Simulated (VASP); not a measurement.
## Ga8N7 (a cell with a defect): single point with PBE

The system is Ga8N7 (a cell with a defect).

```
Ga N
1.0
     3.17536    5.49988    0.00000
    -3.17536    5.49988    0.00000
     0.00000    0.00000    5.16518
Ga N
8 7
Cartesian
  0.0686 3.6595 0.0214
  -0.0558 1.8788 2.6336
  -1.4419 6.4132 0.1459
  -1.6415 4.5994 2.6389
  1.6388 6.4265 -0.3386
  1.5029 4.6753 2.4487
  0.0166 9.0802 -0.0195
  0.0025 7.3873 2.6814
  -0.0819 3.6629 1.9608
  0.1665 1.8282 4.5774
  -1.6676 6.4416 2.0846
  -1.5382 4.5610 4.5878
  1.6469 4.5218 4.4089
  -0.0587 9.2195 1.9320
  1.1187 6.3915 6.6513
```

| Property | Result |
| --- | --- |
| Program | VASP 6.6.1 |
| Task | single point |
| Functional | PBE |
| Potentials or basis | VASP PAW PBE potentials, release 64 (Ga_d, N) |
| Cutoff | 520 eV |
| k mesh | 3 × 3 × 3 |
| Occupations | methfessel-paxton, width 0.15 eV |
| Spin | no spin polarisation |
| Dipole correction | no |
| Further INCAR settings | LREAL = Auto; ALGO = Normal; EDIFF = 1e-06; NBANDS = 82 |

* Pressure: 5.5 GPa
* Largest force: 2.437 eV/Å
* Band gap on the k mesh: zero (an odd number of electrons rules out a gap without spin polarisation)

Forces in eV/Å, atoms in the order of the input:
```
Ga  -0.129 -0.005 -0.152
Ga  -0.233 -0.128 -0.400
Ga  -0.338  0.239 -0.338
Ga   0.061 -0.019 -0.099
Ga  -0.384  0.133  0.229
Ga  -0.019 -0.086 -0.120
Ga  -0.178  0.064 -0.050
Ga  -0.138  0.019  0.103
N   -0.013 -0.068 -0.126
N   -0.382 -0.011 -0.353
N    0.125  0.034 -0.206
N   -0.084  0.113 -0.071
N   -0.131  0.221 -0.093
N    0.052 -0.161  0.059
N    1.791 -0.346  1.616
```

Stress tensor (GPa, compression positive):
```
 5.86 -2.19 -4.08
-2.19  4.74  1.79
-4.08  1.79  5.84
```

Levels at points of the mesh, in eV from the Fermi level:
| k point | band 65 | band 66 | band 67 | band 68 | band 69 | band 70 | band 71 | band 72 | band 73 | band 74 |
| --- | --- | --- | --- | --- | --- | --- | --- | --- | --- | --- |
| (0.00, 0.00, 0.00) | -2.84 | -2.65 | -2.40 | -2.14 | -1.77 | 0.67 | 1.05 | 1.74 | 2.24 | 2.76 |

It took 8 min on 1 thread of AMD EPYC 9R14 (Zen 4), with other jobs on the host, peak memory 0.32 GiB.

Caveat: the k points lie up to 0.41 Å⁻¹ apart, too coarse for converged energies and pressures of a metal.
